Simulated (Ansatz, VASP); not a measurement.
# Sr4NbO: VASP beside Ansatz

The input INCAR:

```
PREC = Accurate
ENCUT = 520
EDIFF = 1E-6
ISMEAR = 0
SIGMA = 0.1
LREAL = F
LASPH = T
NELM = 150
ALGO = Normal
ISIF = 2
LWAVE = F
LCHARG = F
ISPIN = 2
MAGMOM = 0 0 0 0 2.78 0.07
LORBIT = 11
LMAXMIX = 4
GGA = PE
NBANDS = 42
```

File KPOINTS:

```
Automatic mesh
0
Gamma
  4 4 4
```

The input POSCAR:

```
Sr4NbO
1.0
    0.0000000000      4.3872404000      4.3872404000
    4.3872404000      0.0000000000      4.3872404000
    4.3872404000      4.3872404000      0.0000000000
Sr Nb O
4 1 1
Direct
    0.8751148600      0.3746554300      0.8751148600
    0.8751148600      0.8751148600      0.8751148600
    0.3746554300      0.8751148600      0.8751148600
    0.8751148600      0.8751148600      0.3746554300
    0.2500000000      0.2500000000      0.2500000000
    0.5000000000      0.5000000000      0.5000000000
```

Input for Ansatz:

```yaml
crystal:
  lattice:
    - [0.0, 4.3872404, 4.3872404]
    - [4.3872404, 0.0, 4.3872404]
    - [4.3872404, 4.3872404, 0.0]
  atoms:
    - { symbol: Sr, position: [0.87511486, 0.37465543, 0.87511486] }
    - { symbol: Sr, position: [0.87511486, 0.87511486, 0.87511486] }
    - { symbol: Sr, position: [0.37465543, 0.87511486, 0.87511486] }
    - { symbol: Sr, position: [0.87511486, 0.87511486, 0.37465543] }
    - { symbol: Nb, position: [0.25, 0.25, 0.25] }
    - { symbol: O, position: [0.5, 0.5, 0.5] }
basis:
  ecutwfc: 420
kpoints:
  mp_grid: { grid: [4, 4, 4] }
hamiltonian:
  xc: pbe
scf:
  occupations: { method: gaussian, width: 0.1 }
  lower_state_search: "off"
output:
  forces: true
  stress: true
  eigenvalues: true
  populations: true
magnetization:
  spin_polarized: true
```

Change from the starting cell: species swapped into the SrCaAl4 type (F-43m, No. 216).

Alike in both runs: task single point; functional PBE; k mesh 4 × 4 × 4; occupations gaussian, width 0.1 eV; collinear spin.

|  | VASP | Ansatz |
| --- | --- | --- |
| version | VASP 6.6.1 | Ansatz 0.2.0 |
| potentials or method | VASP PAW PBE potentials, release 64 (Sr_sv, Nb_sv, O), cutoff 520 eV | scalar-relativistic, plane waves, PAW |
| valence electrons in the cell | 59 | 59 |

Ansatz gave:

```
gap on the k mesh at the Fermi level (eV)                     : none
pressure (GPa)                                                : 6.7
rms of the force components (eV/Å)                            : 0.056
net moment per atom (μB)                                      : 0.54
size of the moment on the site where the two differ most (μB) : 2.53
```

Question: Estimate VASP's values.

Answer: gap on the k mesh at the Fermi level (eV): none; pressure (GPa): 6.9; rms of the force components (eV/Å): 0.059; net moment per atom (μB): 0.54; size of the moment on the site where the two differ most (μB): 1.96.

Site moments also hang on the region over which each program counts them. Atom by atom the forces differ by 0.003 eV/Å (rms over components). A gap of «none» marks a metal or a gap that the smearing closes. Ansatz's warnings: no starting moments.
